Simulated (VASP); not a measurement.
A run of VASP 6.6.1 is set up as follows.

INCAR

```
PREC = Accurate ; ENCUT = 520
EDIFF = 1E-6 ; ISMEAR = 0
SIGMA = 0.15 ; LREAL = F
LASPH = T ; NELM = 80
ALGO = Fast ; ISIF = 2
LWAVE = F ; LCHARG = F
GGA = PE ; NBANDS = 13
```

KPOINTS

```
regular mesh
0
Gamma
  20 20 20
```

Contents of POSCAR:

```
W
1.0
   -1.5334080000      1.5334080000      1.5973000000
    1.5334080000     -1.5334080000      1.5973000000
    1.5334080000      1.5334080000     -1.5973000000
W
1
Direct
    0.0000000000      0.0000000000      0.0000000000
```

Potentials or basis: VASP PAW PBE potentials, release 64 (W_sv).

Run with:

```console
$ cat potpaw_PBE.64/W_sv/POTCAR > POTCAR
$ mpirun -np 1 vasp_std > vasp.out
```

Question: Estimate the band gap on the k mesh.

Answer: Zero (band 7 reaches 17.68 eV, above the bottom of band 8 at 11.21 eV).

Question: Predict the pressure.

Answer: 26.2 GPa.

Stress tensor (GPa, compression positive):
```
31.25  0.00  0.00
 0.00 31.25  0.00
 0.00  0.00 16.16
```

Caveat: the cell differs from its parent crystal (strain -0.040 along x and y, +0.000 along z); spin-orbit coupling is left out, which moves the levels of the heavy elements.
